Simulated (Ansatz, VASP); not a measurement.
**One calculation of Al3Rh2, two programs**

INCAR

```
PREC = Accurate
ENCUT = 520
EDIFF = 1E-7
ISMEAR = 0
SIGMA = 0.1
LREAL = F
LASPH = T
NELM = 150
ALGO = Normal
ISIF = 2
LWAVE = F
LCHARG = F
ISPIN = 2
MAGMOM = 0 0 0 1 1
LORBIT = 11
LMAXMIX = 4
GGA = PE
NBANDS = 32
```

File KPOINTS:

```
regular mesh
0
Gamma
  6 6 2
```

File POSCAR:

```
Al3Rh2
1.0
    4.1745829673      0.0000000000      0.0000000000
   -2.0872914836      3.6152948998      0.0000000000
    0.0000000000      0.0000000000      7.8176374779
Al Rh
3 2
Direct
    0.0000000000      0.0000000000      0.1705999306
    0.0000000000      0.0000000000      0.8294000694
    0.0000000000      0.0000000000      0.5000000000
    0.3333333333      0.6666666667      0.0000000000
    0.6666666667      0.3333333333      0.0000000000
```

Input for Ansatz:

```yaml
crystal:
  lattice:
    - [4.1745829673, 0.0, 0.0]
    - [-2.0872914836, 3.6152948998, 0.0]
    - [0.0, 0.0, 7.8176374779]
  atoms:
    - { symbol: Al, position: [0.0, 0.0, 0.1705999306] }
    - { symbol: Al, position: [0.0, 0.0, 0.8294000694] }
    - { symbol: Al, position: [0.0, 0.0, 0.5] }
    - { symbol: Rh, position: [0.3333333333, 0.6666666667, 0.0], spin: 1.0 }
    - { symbol: Rh, position: [0.6666666667, 0.3333333333, 0.0], spin: 1.0 }
basis:
  ecutwfc: 420
kpoints:
  mp_grid: { grid: [6, 6, 2] }
hamiltonian:
  xc: pbe
scf:
  occupations: { method: gaussian, width: 0.1 }
  lower_state_search: "off"
output:
  forces: true
  stress: true
  eigenvalues: true
  populations: true
magnetization:
  spin_polarized: true
```

Alike in both runs: task single point; functional PBE; k mesh 6 × 6 × 2; occupations gaussian, width 0.1 eV; collinear spin.

```csv
,VASP,Ansatz
version,VASP 6.6.1,Ansatz 0.2.0
potentials or method,"VASP PAW PBE potentials, release 64 (Al, Rh_pv), cutoff 520 eV","scalar-relativistic, plane waves, PAW"
valence electrons in the cell,39,43
```

Ansatz gave:

```
gap on the k mesh at the Fermi level (eV)                     : none
pressure (GPa)                                                : 0.1
traceless stress, the component that is largest in VASP (GPa) : 0.34
rms of the force components (eV/Å)                            : 0.007
net moment per atom (μB)                                      : 0.05
size of the moment on the site where the two differ most (μB) : 0.12
```

What did VASP give for the same quantities?

gap on the k mesh at the Fermi level (eV): none; pressure (GPa): 0.1; traceless stress, the component that is largest in VASP (GPa): 0.32; rms of the force components (eV/Å): 0.009; net moment per atom (μB): 0.05; size of the moment on the site where the two differ most (μB): 0.13.

Site moments also hang on the region over which each program counts them. Atom by atom the forces differ by 0.001 eV/Å (rms over components). A gap of «none» marks a metal or a gap that the smearing closes. VASP's potentials hold 39 valence electrons a cell and Ansatz's 43, so a difference there can come from the potentials and not from the codes.

The k mesh is coarse, so the values compare programs but aren't converged.
